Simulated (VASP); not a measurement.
# C in VASP: further runs, part 2 of 4

VASP 6.6.1. The steps go on from the part before.

**3. Single point, LDA (strain +0.015 along x and y, +0.015 along z)**

File INCAR:

```
  ALGO = Normal
  EDIFF = 1E-6
  ENCUT = 520
  ISIF = 2
  ISMEAR = 0
  LASPH = True
  LCHARG = False
  LREAL = False
  LWAVE = False
  NBANDS = 26
  NELM = 100
  PREC = Accurate
  SIGMA = 0.05
```

File KPOINTS:

```
k-points
0
Gamma
  8 8 8
```

File POSCAR:

```
C
1.0
   -2.4465542730      2.4465542730      2.4465542730
    2.4465542730     -2.4465542730      2.4465542730
    2.4465542730      2.4465542730     -2.4465542730
C
8
Direct
    0.3254710859      0.0000000000      0.0000000000
    0.6745289141      0.6745289141      0.6745289141
    0.0000000000      0.3254710859      0.0000000000
    0.0000000000      0.0000000000      0.3254710859
    0.0000000000      0.6745289141      0.0000000000
    0.3254710859      0.3254710859      0.3254710859
    0.6745289141      0.0000000000      0.0000000000
    0.0000000000      0.0000000000      0.6745289141
```

Potentials or basis: VASP PAW LDA potentials, release 64 (C).

Started as:

```sh
$ cat potpaw_LDA.64/C/POTCAR > POTCAR
$ mpirun -np 1 vasp_std > vasp.out
```

OUTCAR:

```text
EDIFF = 1E-6
   ENCUT = 520
   ISIF = 2
   ISMEAR = 0
   LASPH = True
   LREAL = False
   NELM = 100
   PREC = Accurate

 ion  position               nearest neighbor table
   1  0.325  0.000  0.000-   7 1.48   6 1.59   5 1.59   8 1.59
   2  0.675  0.675  0.675-   6 1.48   5 1.59   7 1.59   8 1.59
   3  0.000  0.325  0.000-   5 1.48   6 1.59   7 1.59   8 1.59
   4  0.000  0.000  0.325-   8 1.48   6 1.59   7 1.59   5 1.59
   5  0.000  0.675  0.000-   3 1.48   2 1.59   1 1.59   4 1.59
   6  0.325  0.325  0.325-   2 1.48   1 1.59   3 1.59   4 1.59
   7  0.675  0.000  0.000-   1 1.48   2 1.59   3 1.59   4 1.59
   8  0.000  0.000  0.675-   4 1.48   2 1.59   3 1.59   1 1.59

  LATTYP: Found a body centered cubic cell.
 ALAT       =     4.8931085460

  Lattice vectors:

 A1 = (  -2.4465542730,   2.4465542730,   2.4465542730)
 A2 = (   2.4465542730,  -2.4465542730,   2.4465542730)
 A3 = (   2.4465542730,   2.4465542730,  -2.4465542730)

Analysis of symmetry for initial positions (statically):
=====================================================================
 Subroutine PRICEL returns:
 Original cell was already a primitive cell.

 Routine SETGRP: Setting up the symmetry group for a
 body centered cubic supercell.

 Subroutine GETGRP returns: Found 48 space group operations
 (whereof 48 operations were pure point group operations)
 out of a pool of 48 trial point group operations.

The static configuration has the point symmetry O_h .

Analysis of symmetry for dynamics (positions and initial velocities):
=====================================================================
 Subroutine PRICEL returns:
 Original cell was already a primitive cell.

 Routine SETGRP: Setting up the symmetry group for a
 body centered cubic supercell.

 Subroutine GETGRP returns: Found 48 space group operations
 (whereof 48 operations were pure point group operations)
 out of a pool of 48 trial point group operations.

The dynamic configuration has the point symmetry O_h .

 Subroutine INISYM returns: Found 48 space group operations
 (whereof 48 operations are pure point group operations),
 and found     1 'primitive' translations

----------------------------------------------------------------------------------------

                                     Primitive cell

  volume of cell :      58.5767

  direct lattice vectors                    reciprocal lattice vectors
    -2.446554273  2.446554273  2.446554273     0.000000000  0.204369061  0.204369061
     2.446554273 -2.446554273  2.446554273     0.204369061  0.000000000  0.204369061
     2.446554273  2.446554273 -2.446554273     0.204369061  0.204369061  0.000000000

  length of vectors
     4.237556304  4.237556304  4.237556304     0.289021498  0.289021498  0.289021498

  position of ions in fractional coordinates (direct lattice)
     0.325471086  0.000000000  0.000000000
     0.674528914  0.674528914  0.674528914
     0.000000000  0.325471086  0.000000000
     0.000000000  0.000000000  0.325471086
     0.000000000  0.674528914  0.000000000
     0.325471086  0.325471086  0.325471086
[... 34 lines left out ...]

 Subroutine IBZKPT returns following result:
 ===========================================

 Found     29 irreducible k-points:

 Following reciprocal coordinates:
            Coordinates               Weight
  0.000000  0.000000  0.000000      1.000000
  0.125000  0.000000  0.000000     12.000000
  0.250000  0.000000  0.000000     12.000000
  0.375000  0.000000  0.000000     12.000000
  0.500000  0.000000  0.000000      6.000000
  0.125000  0.125000  0.000000     24.000000
[... 16 lines left out ...]
 -0.250000  0.250000  0.250000      6.000000
 -0.375000  0.375000  0.250000     24.000000
 [... further k-points ...]
   k-points           NKPTS =     29   k-points in BZ     NKDIM =     29   number of bands    NBANDS=     26
   number of dos      NEDOS =    301   number of ions     NIONS =      8
   total plane-waves  NPLWV =  32768
   dimension x,y,z NGX =    32 NGY =   32 NGZ =   32
   dimension x,y,z NGXF=    64 NGYF=   64 NGZF=   64
   ions per type =               8
   NGX,Y,Z   is equivalent  to a cutoff of  12.55, 12.55, 12.55 a.u.
   NGXF,Y,Z  is equivalent  to a cutoff of  25.11, 25.11, 25.11 a.u.
 SYSTEM =  unknown system
   PREC   = accura    normal or accurate (medium, high low for compatibility)
   ISTART =      0    job   : 0-new  1-cont  2-samecut
   ICHARG =      2    charge: 1-file 2-atom 10-const
   ISPIN  =      1    spin polarized calculation?
   LNONCOLLINEAR =      F non collinear calculations
   LSORBIT =      F    spin-orbit coupling
   LASPH  =      T    aspherical Exc in radial PAW
   ENCUT  =  520.0 eV  38.22 Ry    6.18 a.u.   7.88  7.88  7.88*2*pi/ulx,y,z
   NELM   =    100;   NELMIN=  2; NELMDL= -5     # of ELM steps
   EDIFF  = 0.1E-05   stopping-criterion for ELM
   LREAL  =      F    real-space projection
   EDIFFG = 0.1E-04   stopping-criterion for IOM
   NSW    =      0    number of steps for IOM
   IBRION =     -1    ionic relax: 0-MD 1-quasi-New 2-CG
   NFREE  =      0    steps in history (QN), initial steepest desc. (CG)
   ISIF   =      2    stress and relaxation
   ISYM   =      2    0-nonsym 1-usesym 2-fastsym
   POTIM  = 0.5000    time-step for ionic-motion
   TEBEG  =    0.0;   TEEND  =   0.0 temperature during run
   PSTRESS=    0.0 pullay stress
   NELECT =      32.0000    total number of electrons
   NUPDOWN=      -1.0000    fix difference up-down
   EMIN   =  10.00;   EMAX   =-10.00  energy-range for DOS
   EFERMI =   0.00;   METHOD = LEGACY
   ISMEAR =     0;   SIGMA  =   0.05  broadening in eV -4-tet -1-fermi 0-gaus
   EFERMI_NEDOS =   21; number of points for ismear=-14 and -15
   IALGO  =     38    algorithm
   IMIX   =      4    mixing-type and parameters
     AMIX     =   0.40;   BMIX     =  1.00
     AMIX_MAG =   1.60;   BMIX_MAG =  1.00
  volume/ion in A,a.u.               =       7.32        49.41
  Fermi-wavevector in a.u.,A,eV,Ry     =   1.338289  2.529000 24.368279  1.791018
  Thomas-Fermi vector in A             =   2.466771
   LORBIT       =      0    0 simple, 1 ext, 2 COOP (PROOUT), +10 PAW based schemes
   GGA     = CA    functional components
   LHFCALC =     F    Hartree Fock is set to
   AEXX    =    0.0000 exact exchange contribution
   IVDW    =     0    specifies the selected vdW correction
   LEPSILON=     F    determine dielectric tensor
   LRPA    =     F    only Hartree local field effects (RPA)
 non-spin polarized calculation
 Gauss-broadening in eV      SIGMA  =   0.05
  energy-cutoff  :      520.00
  volume of cell :       58.58
 maximum number of plane-waves:      1593
   NGX = 15   NGY = 15   NGZ = 15

 number of electron      31.9999997 magnetization

 Free energy of the ion-electron system (eV)
  ---------------------------------------------------
  ext. energy  EPLUGINS =         0.00000000
  ---------------------------------------------------
  free energy    TOTEN  =       -75.18151116 eV

  energy without entropy =      -75.18151116  energy(sigma->0) =      -75.18151116

 E-fermi :   6.6304     XC(G=0): -11.8119

 val. band max:        6.3460210913   @ k =   0.5000   0.5000   0.5000
 cond. band min:       9.2815151795   @ k =   0.1250   0.1250   0.1250
 fundamental gap:      2.9354940883
 Fermi energy:         6.6303753796

 k-point     1 :       0.0000    0.0000    0.0000
  band No.  band energies     occupation
      1     -14.1135      2.00000
      2      -6.1339      2.00000
      3      -6.1339      2.00000
      4      -6.1339      2.00000
      5      -5.2221      2.00000
      6      -5.2221      2.00000
[... 685 lines left out ...]
     25      16.1801      0.00000
     26      17.0548      0.00000

 [... further k-points ...]
[... 5 lines left out ...]
  --------------------------------------------------------------------------------------
  -------------------------------------------------------------------------------------
  Total       -4.7969571     -4.7969571     -4.7969571     -0.0000000      0.0000000     -0.0000000
  in kB     -131.2054474   -131.2054474   -131.2054474     -0.0000000      0.0000000     -0.0000000
  external PRESSURE =    -131.2054474 kB  Pullay stress =       0.0000000 kB

 VOLUME and BASIS-vectors are now :
 -----------------------------------------------------------------------------
  energy-cutoff  :      520.00
  volume of cell :       58.58
      direct lattice vectors                 reciprocal lattice vectors
    -2.446554273  2.446554273  2.446554273     0.000000000  0.204369061  0.204369061
     2.446554273 -2.446554273  2.446554273     0.204369061  0.000000000  0.204369061
     2.446554273  2.446554273 -2.446554273     0.204369061  0.204369061  0.000000000

 POSITION                                       TOTAL-FORCE (eV/Angst)
 -----------------------------------------------------------------------------------
     -0.79628      0.79628      0.79628         0.101347     -0.101347     -0.101347
      1.65027      1.65027      1.65027         0.101347      0.101347      0.101347
      0.79628     -0.79628      0.79628        -0.101347      0.101347     -0.101347
      0.79628      0.79628     -0.79628        -0.101347     -0.101347      0.101347
      1.65027     -1.65027      1.65027         0.101347     -0.101347      0.101347
      0.79628      0.79628      0.79628        -0.101347     -0.101347     -0.101347
     -1.65027      1.65027      1.65027        -0.101347      0.101347      0.101347
      1.65027      1.65027     -1.65027         0.101347      0.101347     -0.101347
 -----------------------------------------------------------------------------------
    total drift:                                0.000000      0.000000     -0.000000

  FREE ENERGIE OF THE ION-ELECTRON SYSTEM (eV)
  ---------------------------------------------------
  free  energy   TOTEN  =       -75.1815111620 eV

  energy  without entropy=      -75.1815111620  energy(sigma->0) =      -75.18151116
```

Run time: 39 s. Hardware: 1 thread of Intel Xeon 6975P-C (Granite Rapids), shared host; peak memory 0.15 GiB.

Results:

* Free energy: -75.1815 eV
* Pressure: -13.1 GPa
* Largest force: 0.176 eV/Å
* Band gap on the k mesh: 2.94 eV, indirect (least direct gap 3.79 eV)

Forces in eV/Å, atoms in the order of the input:
```
C    0.101 -0.101 -0.101
C    0.101  0.101  0.101
C   -0.101  0.101 -0.101
C   -0.101 -0.101  0.101
C    0.101 -0.101  0.101
C   -0.101 -0.101 -0.101
C   -0.101  0.101  0.101
C    0.101  0.101 -0.101
```

Caveat: the cell differs from its parent crystal (strain +0.015 along x and y, +0.015 along z). A k mesh can miss the band edges.

(Part 2 of 4 ends here.)
